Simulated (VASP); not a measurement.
# Ba (Fm-3m) in VASP: further runs, part 2 of 5

VASP 6.6.1. Earlier steps stand in the parts before.

### 3 Electric field gradients, r2SCAN

This run uses another cell than the first one, of 67.56 Å³/atom.

Contents of POSCAR:

```
Ba
1.0
    0.0000000000      3.2326650028      3.2326650028
    3.2326650028      0.0000000000      3.2326650028
    3.2326650028      3.2326650028      0.0000000000
Ba
1
Direct
    0.0000000000      0.0000000000      0.0000000000
```

Contents of INCAR.step1:

```
SYSTEM = Ba
PREC = Accurate
ENCUT = 520
ISMEAR = -1
SIGMA = 0.05
LREAL = .False.
LASPH = .True.
NELM = 100
NBANDS = 11
GGA = PE
ALGO = Normal
EDIFF = 1E-4
LWAVE = .True.
LCHARG = .False.
```

Contents of INCAR.step2:

```
SYSTEM = Ba
PREC = Accurate
ENCUT = 520
EDIFF = 1E-8
ISMEAR = -1
SIGMA = 0.05
LREAL = .False.
LASPH = .True.
NELM = 100
ALGO = Normal
ISIF = 2
LWAVE = .False.
LCHARG = .False.
METAGGA = R2SCAN
LMIXTAU = .True.
LEFG = .True.
NBANDS = 11
ISTART = 1
```

Contents of KPOINTS:

```
regular mesh
0
Gamma
  9 9 9
  0 0 0
```

Potentials or basis: VASP PAW PBE potentials, release 64 (Ba_sv).

Run with:

```bash
> cat potpaw_PBE.64/Ba_sv/POTCAR > POTCAR
> cp INCAR.step1 INCAR
> mpirun -np 1 vasp_std > vasp.out
> cp INCAR.step2 INCAR
> mpirun -np 1 vasp_std > vasp.out
```

OUTCAR:

```text
SYSTEM = Ba
   PREC = Accurate
   ENCUT = 520
   EDIFF = 1E-8
   ISMEAR = -1
   LREAL = .False.
   LASPH = .True.
   NELM = 100
   ISIF = 2
   METAGGA = R2SCAN
   ISTART = 1

 ion  position               nearest neighbor table
   1  0.000  0.000  0.000-

  LATTYP: Found a face centered cubic cell.
 ALAT       =     6.4653300056

  Lattice vectors:

 A1 = (   0.0000000000,   3.2326650028,   3.2326650028)
 A2 = (   3.2326650028,   0.0000000000,   3.2326650028)
 A3 = (   3.2326650028,   3.2326650028,   0.0000000000)

Analysis of symmetry for initial positions (statically):
=====================================================================
 Subroutine PRICEL returns:
 Original cell was already a primitive cell.

 Routine SETGRP: Setting up the symmetry group for a
 face centered cubic supercell.

 Subroutine GETGRP returns: Found 48 space group operations
 (whereof 48 operations were pure point group operations)
 out of a pool of 48 trial point group operations.

The static configuration has the point symmetry O_h .

Analysis of symmetry for dynamics (positions and initial velocities):
=====================================================================
 Subroutine PRICEL returns:
 Original cell was already a primitive cell.

 Routine SETGRP: Setting up the symmetry group for a
 face centered cubic supercell.

 Subroutine GETGRP returns: Found 48 space group operations
 (whereof 48 operations were pure point group operations)
 out of a pool of 48 trial point group operations.

The dynamic configuration has the point symmetry O_h .

 Subroutine INISYM returns: Found 48 space group operations
 (whereof 48 operations are pure point group operations),
 and found     1 'primitive' translations

----------------------------------------------------------------------------------------

                                     Primitive cell

  volume of cell :      67.5635

  direct lattice vectors                    reciprocal lattice vectors
     0.000000000  3.232665003  3.232665003    -0.154671146  0.154671146  0.154671146
     3.232665003  0.000000000  3.232665003     0.154671146 -0.154671146  0.154671146
     3.232665003  3.232665003  0.000000000     0.154671146  0.154671146 -0.154671146

  length of vectors
     4.571678690  4.571678690  4.571678690     0.267898283  0.267898283  0.267898283

  position of ions in fractional coordinates (direct lattice)
     0.000000000  0.000000000  0.000000000

  ion indices of the primitive-cell ions
   primitive index   ion index
                 1           1

----------------------------------------------------------------------------------------

 KPOINTS: regular mesh

Automatic generation of k-mesh.
 Grid dimensions read from file:
 generate k-points for:    9    9    9

 Generating k-lattice:

  Cartesian coordinates                     Fractional coordinates (reciprocal lattice)
    -0.017185683  0.017185683  0.017185683     0.111111111  0.000000000  0.000000000
[... 71 lines left out ...]
   NUPDOWN=      -1.0000    fix difference up-down
   EMIN   =  10.00;   EMAX   =-10.00  energy-range for DOS
   EFERMI =   0.00;   METHOD = LEGACY
   ISMEAR =    -1;   SIGMA  =   0.05  broadening in eV -4-tet -1-fermi 0-gaus
   EFERMI_NEDOS =   21; number of points for ismear=-14 and -15
   IALGO  =     38    algorithm
   IMIX   =      4    mixing-type and parameters
     AMIX     =   0.40;   BMIX     =  1.00
     AMIX_MAG =   1.60;   BMIX_MAG =  1.00
  volume/ion in A,a.u.               =      67.56       455.94
  Fermi-wavevector in a.u.,A,eV,Ry     =   0.865973  1.636451 10.203124  0.749908
  Thomas-Fermi vector in A             =   1.984294
   LORBIT       =      0    0 simple, 1 ext, 2 COOP (PROOUT), +10 PAW based schemes
   METAGGA = R2SCAN    functional components
   LHFCALC =     F    Hartree Fock is set to
   AEXX    =    0.0000 exact exchange contribution
   IVDW    =     0    specifies the selected vdW correction
   LEPSILON=     F    determine dielectric tensor
   LRPA    =     F    only Hartree local field effects (RPA)
 non-spin polarized calculation
  energy-cutoff  :      520.00
  volume of cell :       67.56
 maximum number of plane-waves:      1853
 NGX is ok and might be reduce to    36
   NGX = 17   NGY = 17   NGZ = 17

 number of electron      10.0000000 magnetization

 Free energy of the ion-electron system (eV)
  ---------------------------------------------------
  ext. energy  EPLUGINS =         0.00000000
  ---------------------------------------------------
  free energy    TOTEN  =       -26.40371590 eV

  energy without entropy =      -26.38748655  energy(sigma->0) =      -26.39560122

 E-fermi :   1.6186     XC(G=0):  -7.5982

 val. band max:        1.5719329746   @ k =  -0.4444   0.4444   0.0000
 cond. band min:       1.6354495076   @ k =  -0.3333   0.3333   0.0000
 fundamental gap:      0.0635165330
 Fermi energy:         1.6186037269

 k-point     1 :       0.0000    0.0000    0.0000
  band No.  band energies     occupation
      1     -28.5295      2.00000
      2     -13.0965      2.00000
      3     -13.0965      2.00000
      4     -13.0965      2.00000
      5      -1.3568      2.00000
      6       3.5043      0.00000
      7       3.5043      0.00000
      8       3.5043      0.00000
      9       5.0078      0.00000
     10       5.0078      0.00000
     11       7.6156      0.00000
[... 309 lines left out ...]
 k-point    24 :       0.4444    0.4444    0.0000
  band No.  band energies     occupation
      1     -28.4881      2.00000
      2     -13.4429      2.00000
      3     -13.2275      2.00000
      4     -13.2275      2.00000
      5       0.7416      2.00000
      6       1.5353      1.68211
      7       3.2722      0.00000
      8       6.0461      0.00000
      9       6.0461      0.00000
     10       6.0850      0.00000
     11       7.6942      0.00000

 [... further k-points ...]

------------------------ aborting loop because EDIFF is reached ----------------------------------------

  FORCE on cell =-STRESS in cart. coord.  units (eV):
  Direction    XX          YY          ZZ          XY          YZ          ZX
  --------------------------------------------------------------------------------------
  -------------------------------------------------------------------------------------
  Total       -0.0216963     -0.0216963     -0.0216963      0.0000000     -0.0000000      0.0000000
  in kB       -0.5144984     -0.5144984     -0.5144984      0.0000000     -0.0000000      0.0000000
  external PRESSURE =      -0.5144984 kB  Pullay stress =       0.0000000 kB

 VOLUME and BASIS-vectors are now :
 -----------------------------------------------------------------------------
  energy-cutoff  :      520.00
  volume of cell :       67.56
      direct lattice vectors                 reciprocal lattice vectors
     0.000000000  3.232665003  3.232665003    -0.154671146  0.154671146  0.154671146
     3.232665003  0.000000000  3.232665003     0.154671146 -0.154671146  0.154671146
     3.232665003  3.232665003  0.000000000     0.154671146  0.154671146 -0.154671146

 POSITION                                       TOTAL-FORCE (eV/Angst)
 -----------------------------------------------------------------------------------
      0.00000      0.00000      0.00000         0.000000      0.000000     -0.000000
 -----------------------------------------------------------------------------------
    total drift:                               -0.000000      0.000000      0.000000

  FREE ENERGIE OF THE ION-ELECTRON SYSTEM (eV)
  ---------------------------------------------------
  free  energy   TOTEN  =       -26.4037158988 eV

  energy  without entropy=      -26.3874865511  energy(sigma->0) =      -26.39560122

 Electric field gradients (V/A^2)
---------------------------------------------------------------------
 ion       V_xx      V_yy      V_zz      V_xy      V_xz      V_yz
---------------------------------------------------------------------
   1       0.000    -0.000     0.000     0.000     0.000     0.000
---------------------------------------------------------------------

 Electric field gradients after diagonalization (V/A^2)
 (convention: |V_zz| > |V_xx| > |V_yy|)
----------------------------------------------------------------------
 ion       V_xx      V_yy      V_zz     asymmetry (V_yy - V_xx)/ V_zz
----------------------------------------------------------------------
   1      -0.000    -0.000     0.000       0.000
----------------------------------------------------------------------

           NMR quadrupolar parameters

 Cq : quadrupolar parameter    Cq=e*Q*V_zz/h
 eta: asymmetry parameters     (V_yy - V_xx)/ V_zz
 Q  : nuclear electric quadrupole moment in mb (millibarn)
----------------------------------------------------------------------
 ion       Cq(MHz)       eta       Q (mb)
----------------------------------------------------------------------
   1       0.000       0.000       1.000
----------------------------------------------------------------------
```

OSZICAR.step1:

```text
N       E                     dE             d eps       ncg     rms          rms(c)
DAV:   1     0.550864493568E+02    0.55086E+02   -0.41369E+03   770   0.744E+02
DAV:   2     0.678507739389E+00   -0.54408E+02   -0.53064E+02   953   0.136E+02
DAV:   3    -0.181356827910E+01   -0.24921E+01   -0.24783E+01   971   0.310E+01
DAV:   4    -0.189166851195E+01   -0.78100E-01   -0.77981E-01  1017   0.485E+00
DAV:   5    -0.189386761806E+01   -0.21991E-02   -0.21990E-02  1005   0.621E-01    0.151E+00
DAV:   6    -0.189292786763E+01    0.93975E-03   -0.28106E-03   925   0.515E-01    0.897E-01
DAV:   7    -0.189265008267E+01    0.27778E-03   -0.53667E-03   830   0.839E-01    0.415E-02
DAV:   8    -0.189271412012E+01   -0.64037E-04   -0.21874E-04   983   0.104E-01
   1 F= -.18927141E+01 E0= -.18842594E+01  d E =-.169094E-01
```

Run time: 1.8 min. Hardware: 1 thread of Intel Xeon Platinum 8259CL at 2.50GHz (Skylake/Cascade Lake), shared host; peak memory 0.22 GiB.

Results:

```yaml
Free_energy: -26.4037 eV
Pressure: -0.1 GPa
Band_gap_on_the_k_mesh: zero (bands 5 and 6 overlap by 0.10 eV)
Largest_electric_field_gradient_by_atom: zero within the noise of the run
```

Levels at points of the mesh, in eV from the Fermi level:
| k point | band 1 | band 2 | band 3 | band 4 | band 5 | band 6 | band 7 | band 8 | band 9 | band 10 |
| --- | --- | --- | --- | --- | --- | --- | --- | --- | --- | --- |
| (0.00, 0.00, 0.00) | -30.15 | -14.72 | -14.72 | -14.72 | -2.98 | 1.89 | 1.89 | 1.89 | 3.39 | 3.39 |

Caveat: the PAW data sets were made with another functional, which shifts forces and pressure a little; spin-orbit coupling is left out, which moves the levels of the heavy elements.

(Part 2 of 5 ends here.)
